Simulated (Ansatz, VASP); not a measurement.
SnO: VASP beside Ansatz

The input INCAR:

```
PREC = Accurate
ENCUT = 520
EDIFF = 1E-6
ISMEAR = 0
SIGMA = 0.05
LREAL = F
LASPH = T
NELM = 120
ALGO = Normal
ISIF = 2
LWAVE = F
LCHARG = F
LDIPOL = T
IDIPOL = 3
DIPOL = 0.5 0.5 0.407
GGA = PE
IVDW = 12
NBANDS = 50
GGA_COMPAT = F
NELMDL = -8
```

Contents of KPOINTS:

```
Automatic mesh
0
Gamma
  7 7 1
```

File POSCAR:

```
SnO
1.0
    3.8201630995      0.0000000000      0.0000000000
    0.0000000000      3.8201630995      0.0000000000
    0.0000000000      0.0000000000     22.2260821294
Sn O
4 4
Direct
    0.7500000000      0.2500000000      0.2024648327
    0.2500000000      0.7500000000      0.3087832136
    0.6250000000      1.2500000000      0.5044992185
    1.1250000000      0.7500000000      0.6108175994
    0.2500000000      0.2500000000      0.2556240231
    0.7500000000      0.7500000000      0.2556240231
    1.1250000000      1.2500000000      0.5576584089
    0.6250000000      0.7500000000      0.5576584089
```

Input for Ansatz:

```yaml
crystal:
  lattice:
    - [3.8201630995, 0.0, 0.0]
    - [0.0, 3.8201630995, 0.0]
    - [0.0, 0.0, 22.2260821294]
  atoms:
    - { symbol: Sn, position: [0.75, 0.25, 0.2024648327] }
    - { symbol: O, position: [0.25, 0.25, 0.2556240231] }
    - { symbol: O, position: [0.75, 0.75, 0.2556240231] }
    - { symbol: Sn, position: [0.25, 0.75, 0.3087832136] }
    - { symbol: Sn, position: [0.625, 1.25, 0.5044992185] }
    - { symbol: O, position: [1.125, 1.25, 0.5576584089] }
    - { symbol: O, position: [0.625, 0.75, 0.5576584089] }
    - { symbol: Sn, position: [1.125, 0.75, 0.6108175994] }
basis:
  ecutwfc: 420
kpoints:
  mp_grid: { grid: [7, 7, 1] }
hamiltonian:
  xc: pbe
  pseudopotentials: { kind: paw, azcp: { folder: soft_1 } }
  dispersion: d3bj
scf:
  occupations: { method: gaussian, width: 0.05 }
output:
  forces: true
  eigenvalues: true
efield:
  axis: 3
  dipole_correction: true
  ramp_width: 0.04
```

Alike in both runs: task single point; functional PBE; dispersion D3(BJ); k mesh 7 × 7 × 1; occupations gaussian, width 0.05 eV; no spin polarisation.

```csv
,VASP,Ansatz
version,VASP 6.6.1,Ansatz 0.2.0
potentials or method,"VASP PAW PBE potentials, release 64 (Sn_d, O), cutoff 520 eV","scalar-relativistic, plane waves, PAW"
valence electrons in the cell,80,80
```

```csv
,VASP,Ansatz,Ansatz less VASP
gap on the k mesh at the Fermi level (eV),2.60,2.64,+0.045
least direct gap on the mesh (eV),2.61,2.66,+0.043
rms of the force components (eV/Å),0.056,0.024,-0.0324
```
